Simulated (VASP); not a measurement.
# ZnS (F-43m) in VASP: elastic constants with PBEsol

Aim: the elastic constants of ZnS with PBEsol.

Everything below comes from runs of VASP 6.6.1. Logs are shortened: lines on timing, memory, paths and dates and some standing lists are left out, and cuts for length are marked.

## Step 1: The cell of the first run

Symmetry: F-43m, No. 216, cubic system. The conventional cell has a = 5.356 Å, b = 5.356 Å, c = 5.356 Å, α = 90.00°, β = 90.00°, γ = 90.00°. Within 3.1 Å of Zn (site symmetry -43m) lie 4 S at 2.32 Å. Within 3.1 Å of S (site symmetry -43m) lie 4 Zn at 2.32 Å.

## Step 2: Elastic constants, PBEsol

File INCAR:

```
SYSTEM = ZnS
  PREC = Accurate
  ENCUT = 500
  EDIFF = 1E-8
  ISMEAR = 0
  SIGMA = 0.01
  LREAL = .False.
  LASPH = .True.
  NELM = 120
  ALGO = Normal
  ISIF = 3
  LWAVE = .False.
  LCHARG = .False.
  GGA = PS
  IBRION = 6
  NFREE = 2
  POTIM = 0.015
  NSW = 1
  GGA_COMPAT = .False.
```

File KPOINTS:

```
regular mesh
0
Gamma
  8 8 8
  0 0 0
```

File POSCAR:

```
ZnS
1.0
    2.6777696014      2.6777696014      0.0000000000
   -2.6777696014      2.6777696014      0.0000000000
    0.0000000000      2.6777696014      2.6777696014
Zn S
1 1
Direct
    0.7500000000      0.2500000000      0.5000000000
    0.0000000000      0.0000000000      0.0000000000
```

Potentials or basis: VASP PAW PBE potentials, release 64 (Zn, S).

Run with:

```sh
cat potpaw_PBE.64/Zn/POTCAR potpaw_PBE.64/S/POTCAR > POTCAR
mpirun -np 1 vasp_std > vasp.out
```

OUTCAR:

```text
SYSTEM = ZnS
   PREC = Accurate
   ENCUT = 500
   EDIFF = 1E-8
   ISMEAR = 0
   LREAL = .False.
   LASPH = .True.
   NELM = 120
   ISIF = 3
   GGA = PS
   IBRION = 6
   NFREE = 2
   POTIM = 0.015
   NSW = 1

 ion  position               nearest neighbor table
   1  0.750  0.250  0.500-   2 2.32   2 2.32   2 2.32   2 2.32
   2  0.000  0.000  0.000-   1 2.32   1 2.32   1 2.32   1 2.32

  LATTYP: Found a face centered cubic cell.
 ALAT       =     5.3555392028

  Lattice vectors:

 A1 = (   0.0000000000,   2.6777696014,   2.6777696014)
 A2 = (   2.6777696014,   0.0000000000,   2.6777696014)
 A3 = (   2.6777696014,   2.6777696014,   0.0000000000)

Analysis of symmetry for initial positions (statically):
=====================================================================
 Subroutine PRICEL returns:
 Original cell was already a primitive cell.

 Routine SETGRP: Setting up the symmetry group for a
 face centered cubic supercell.

 Subroutine GETGRP returns: Found 24 space group operations
 (whereof 24 operations were pure point group operations)
 out of a pool of 48 trial point group operations.

The static configuration has the point symmetry T_d .

Analysis of symmetry for dynamics (positions and initial velocities):
=====================================================================
 Subroutine PRICEL returns:
 Original cell was already a primitive cell.

 Routine SETGRP: Setting up the symmetry group for a
 face centered cubic supercell.

 Subroutine GETGRP returns: Found 24 space group operations
 (whereof 24 operations were pure point group operations)
 out of a pool of 48 trial point group operations.

The dynamic configuration has the point symmetry T_d .

 Subroutine INISYM returns: Found 24 space group operations
 (whereof 24 operations are pure point group operations),
 and found     1 'primitive' translations

----------------------------------------------------------------------------------------

                                     Primitive cell

  volume of cell :      38.4016

  direct lattice vectors                    reciprocal lattice vectors
     2.677769601  2.677769601  0.000000000     0.186722562  0.186722562 -0.186722562
    -2.677769601  2.677769601  0.000000000    -0.186722562  0.186722562 -0.186722562
     0.000000000  2.677769601  2.677769601     0.000000000  0.000000000  0.373445124

  length of vectors
     3.786938087  3.786938087  3.786938087     0.323412964  0.323412964  0.373445124

  position of ions in fractional coordinates (direct lattice)
     0.750000000  0.250000000  0.500000000
     0.000000000  0.000000000  0.000000000

  ion indices of the primitive-cell ions
   primitive index   ion index
                 1           1
                 2           2

----------------------------------------------------------------------------------------

 KPOINTS: regular mesh

Automatic generation of k-mesh.
 Grid dimensions read from file:
 generate k-points for:    8    8    8

 Generating k-lattice:

  Cartesian coordinates                     Fractional coordinates (reciprocal lattice)
     0.023340320  0.023340320 -0.023340320     0.125000000  0.000000000  0.000000000
    -0.023340320  0.023340320 -0.023340320     0.000000000  0.125000000  0.000000000
     0.000000000  0.000000000  0.046680640     0.000000000  0.000000000  0.125000000

  Length of vectors
     0.040426621  0.040426621  0.046680640

  Shift w.r.t. Gamma in fractional coordinates (k-lattice)
     0.000000000  0.000000000  0.000000000
[... 105 lines left out ...]
  Direction    XX          YY          ZZ          XY          YZ          ZX
  --------------------------------------------------------------------------------------
  -------------------------------------------------------------------------------------
  Total        0.0556052      0.0556052      0.0556052      0.0000000     -0.0000000      0.0000000
  in kB        2.3199392      2.3199392      2.3199392      0.0000000     -0.0000000      0.0000000
  external PRESSURE =       2.3199392 kB  Pullay stress =       0.0000000 kB
[... 89 lines left out ...]
  FREE ENERGIE OF THE ION-ELECTRON SYSTEM (eV)
  ---------------------------------------------------
  free  energy   TOTEN  =        -7.5845815503 eV

  energy  without entropy=       -7.5845815503  energy(sigma->0) =       -7.58458155

 E-fermi :   2.5446     XC(G=0): -10.0489

 val. band max:        2.4520860825   @ k =   0.0000   0.0000   0.0000
 cond. band min:       4.5774854290   @ k =   0.0000   0.0000   0.0000
 fundamental gap:      2.1253993464
 Fermi energy:         2.5446451261

 k-point     1 :       0.0000    0.0000    0.0000
  band No.  band energies     occupation
      1     -11.0430      2.00000
      2      -4.1383      2.00000
      3      -4.1383      2.00000
      4      -4.1291      2.00000
      5      -3.5884      2.00000
      6      -3.5824      2.00000
      7       2.3987      2.00000
      8       2.3987      2.00000
      9       2.4521      2.00000
     10       4.5775      0.00000
     11       8.6921      0.00000
     12       8.6921      0.00000
     13       8.6961      0.00000
[... 356 lines left out ...]
      2      -4.0117      2.00000
      3      -3.9290      2.00000
      4      -3.6564      2.00000
      5      -3.5711      2.00000
      6      -3.2969      2.00000
      7      -2.7740      2.00000
      8      -0.1357      2.00000
      9       0.8450      2.00000
     10       7.3806      0.00000
     11       8.2293      0.00000
     12      10.3237      0.00000
     13      11.4113      0.00000

 [... further k-points ...]

[... ionic steps 4 to 14 ...]

--------------------------------------- Ionic step       15  -------------------------------------------

 number of electron      18.0000008 magnetization

------------------------ aborting loop because EDIFF is reached ----------------------------------------
[... 67 lines left out ...]
--------------------------------------- Ionic step       17  -------------------------------------------

 number of electron      18.0000015 magnetization

 Free energy of the ion-electron system (eV)
  ---------------------------------------------------
  ext. energy  EPLUGINS =         0.00000000
  ---------------------------------------------------
  free energy    TOTEN  =        -7.58766997 eV

  energy without entropy =       -7.58766997  energy(sigma->0) =       -7.58766997

 E-fermi :   2.3845     XC(G=0):  -9.9770

 val. band max:        2.2825329683   @ k =   0.0000   0.0000   0.0000
 cond. band min:       4.3649846912   @ k =   0.0000   0.0000   0.0000
 fundamental gap:      2.0824517229
 Fermi energy:         2.3845277433

 k-point     1 :       0.0000    0.0000    0.0000
  band No.  band energies     occupation
      1     -11.0791      2.00000
      2      -4.2277      2.00000
      3      -4.2158      2.00000
      4      -4.2038      2.00000
      5      -3.6841      2.00000
      6      -3.6840      2.00000
      7       2.2560      2.00000
      8       2.2701      2.00000
      9       2.2825      2.00000
     10       4.3650      0.00000
     11       8.5508      0.00000
     12       8.5574      0.00000
     13       8.5656      0.00000
[... 397 lines left out ...]
  FREE ENERGIE OF THE ION-ELECTRON SYSTEM (eV)
  ---------------------------------------------------
  free  energy   TOTEN  =        -7.5876699747 eV

  energy  without entropy=       -7.5876699747  energy(sigma->0) =       -7.58766997

 INTERNAL STRAIN TENSORS FROM STRAINED CELLS
 ============================================

 INTERNAL STRAIN TENSOR FOR ION    1 for displacements in x,y,z  (eV/Angst):
          X           Y           Z          XY          YZ          ZX
  --------------------------------------------------------------------------------
  x    -0.00000    -0.00000     0.00000    -0.00000     6.18935    -0.00000
  y     0.00000    -0.00000    -0.00000    -0.00000     0.00000     6.18680
  z    -0.00000     0.00000     0.00000     6.18750    -0.00000     0.00000

 INTERNAL STRAIN TENSORS FROM DISPLACED ATOMS
 ============================================

 INTERNAL STRAIN TENSOR FOR ION    1 for displacements in x,y,z  (eV/Angst):
          X           Y           Z          XY          YZ          ZX
  --------------------------------------------------------------------------------
  x     0.00000     0.00000     0.00000    -0.00000     6.19047    -0.00000
  y     0.00000     0.00000     0.00000    -0.00000    -0.00000     6.19047
  z     0.00000     0.00000     0.00000     6.19047    -0.00000     0.00000

 INTERNAL STRAIN TENSOR FOR ION    2 for displacements in x,y,z  (eV/Angst):
          X           Y           Z          XY          YZ          ZX
  --------------------------------------------------------------------------------
  x    -0.00000    -0.00000    -0.00000    -0.00000    -6.19243     0.00000
  y     0.00000     0.00000     0.00000     0.00000     0.00000    -6.19243
  z    -0.00000    -0.00000    -0.00000    -6.19243     0.00000     0.00000

 Eigenvectors and eigenvalues of the dynamical matrix
 ----------------------------------------------------

   1 f  =    8.393960 THz    52.740808 2PiTHz  279.992377 cm-1    34.714615 meV
             X         Y         Z           dx          dy          dz
      1.338885  4.016654  1.338885     0.575156    0.000000   -0.000000
      0.000000  0.000000  0.000000    -0.818044   -0.000000    0.000000
[... 21 lines left out ...]
   6 f/i=    0.015833 THz     0.099479 2PiTHz    0.528120 cm-1     0.065478 meV
             X         Y         Z           dx          dy          dz
      1.338885  4.016654  1.338885    -0.818044   -0.000000   -0.000000
      0.000000  0.000000  0.000000    -0.575156    0.000000    0.000000

--------------------------------------------------------------------------------------------------------

 ELASTIC MODULI CONTR FROM IONIC RELAXATION (kBar)
 Direction    XX          YY          ZZ          XY          YZ          ZX
 --------------------------------------------------------------------------------
 XX          -0.0000     -0.0000     -0.0000     -0.0000     -0.0000      0.0000
 YY          -0.0000     -0.0000     -0.0000     -0.0000     -0.0000      0.0000
 ZZ          -0.0000     -0.0000     -0.0000     -0.0000     -0.0000      0.0000
 XY          -0.0000     -0.0000     -0.0000   -257.4943     -0.0000     -0.0000
 YZ          -0.0000     -0.0000     -0.0000     -0.0000   -257.4943     -0.0000
 ZX           0.0000      0.0000      0.0000     -0.0000     -0.0000   -257.4943
 --------------------------------------------------------------------------------

 TOTAL ELASTIC MODULI (kBar)
 Direction    XX          YY          ZZ          XY          YZ          ZX
 --------------------------------------------------------------------------------
 XX        1082.8381    660.3702    660.3702     -0.0000     -0.0000     -0.0000
 YY         660.3702   1082.8381    660.3702     -0.0000      0.0000      0.0000
 ZZ         660.3702    660.3702   1082.8381     -0.0000      0.0000     -0.0000
 XY          -0.0000     -0.0000     -0.0000    487.3744     -0.0000     -0.0000
 YZ          -0.0000      0.0000      0.0000     -0.0000    487.3744     -0.0000
 ZX          -0.0000      0.0000     -0.0000     -0.0000     -0.0000    487.3744
 --------------------------------------------------------------------------------
```

Run time: 8.1 min. Hardware: 1 thread of Intel Xeon Platinum 8259CL at 2.50GHz (Skylake/Cascade Lake), shared host; peak memory 0.27 GiB.

Results:

```yaml
Elastic_constants_C11_C12_C44: 108, 66, 49 GPa
Voigt_bulk_modulus: 80 GPa
Highest_phonon_frequency_at_Γ_LO-TO_splitting_left_out: 280 cm⁻¹
```

Phonon frequencies in cm⁻¹ (negative: imaginary):
| q point | frequencies |
| --- | --- |
| (0.000, 0.000, 0.000) | -1 -1 -1 280 280 280 |

Elastic tensor in Voigt notation (GPa, in the Cartesian axes of the cell as first typed):
```
108  66  66   0   0   0
 66 108  66   0   0   0
 66  66 108   0   0   0
  0   0   0  49   0   0
  0   0   0   0  49   0
  0   0   0   0   0  49
```

Clamped-ion elastic tensor (GPa):
```
108  66  66   0   0   0
 66 108  66   0   0   0
 66  66 108   0   0   0
  0   0   0  74   0   0
  0   0   0   0  74   0
  0   0   0   0   0  74
```

Caveat: the PAW data sets were made with another functional, which shifts forces and pressure a little.
